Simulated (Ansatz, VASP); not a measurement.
## HfGe: VASP beside Ansatz

```
Hf Ge
1.0
     3.13334    0.00000    0.00000
     0.00000    3.13334    0.00000
     0.00000    0.00000    3.13334
Hf Ge
1 1
Direct
  0.00000 0.00000 0.00000
  0.50000 0.50000 0.50000
```

Change from the starting cell: volume scaled by 0.85, PAW files.

Alike in both runs: task single point; functional PBEsol; k mesh 13 × 13 × 13; occupations fermi-dirac, width 0.05 eV; no spin polarisation.

|  | VASP | Ansatz |
| --- | --- | --- |
| version | VASP 6.6.1 | Ansatz 0.2.0 |
| potentials or method | VASP PAW PBE potentials, release 64 (Hf_pv, Ge_d) | PAW with Ansatz's default frozen-core files, scalar-relativistic |
| plane-wave cutoff (eV) | 520 | 420 |
| valence electrons in the cell | 24 | 40 |

|  | VASP | Ansatz | Ansatz less VASP |
| --- | --- | --- | --- |
| pressure (GPa) | 28.5 | 28.5 | +0.03 |

VASP's potentials were made for PBE, not for PBEsol. Both programs put the cell under a high pressure, so it lies far from rest at this level. The functional is the same, so the differences come from potentials, cutoffs and numerics. VASP's potentials hold 24 valence electrons a cell and Ansatz's 40, so a difference there can come from the potentials and not from the codes.

Neither program's run includes spin-orbit coupling.
